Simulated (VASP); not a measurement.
BN, 4 atoms in the cell. The structure is hexagonal, space group P6_3/mmc (No. 194). The conventional cell has a = 2.501 Å, b = 2.501 Å, c = 6.524 Å, α = 90.00°, β = 90.00°, γ = 120.00°. Within 1.9 Å of B (site symmetry -6m2) lie 3 N at 1.44 Å. Within 1.9 Å of N (site symmetry -6m2) lie 3 B at 1.44 Å. 

| Quantity | Value |
| --- | --- |
| Program | VASP 6.6.1 |
| Task | single point |
| Functional | LDA |
| Potentials or basis | VASP PAW LDA potentials, release 64 (B, N) |
| Cutoff | 520 eV |
| k mesh | 12 × 12 × 4 |
| Occupations | gaussian, width 0.01 eV |
| Spin | no spin polarisation |
| Dipole correction | no |
| Further INCAR settings | ALGO = Normal; EDIFF = 1e-06; NBANDS = 16 |

Potentials or basis: VASP PAW LDA potentials, release 64 (B, N).

The run is started by

```console
$ cat potpaw_LDA.64/B/POTCAR potpaw_LDA.64/N/POTCAR > POTCAR
$ mpirun -np 1 vasp_std > vasp.out
```

Hardware: 1 thread of AMD EPYC 9R45 96-Core Processor (Zen 5) (shared host).

**Question.** How long does it take, and how much memory?

**Answer.** Wall time 15 s on 1 thread of AMD EPYC 9R45 96-Core Processor (Zen 5), on a shared host, peak memory 0.11 GiB. Counts: scf iterations 12, k points 57.
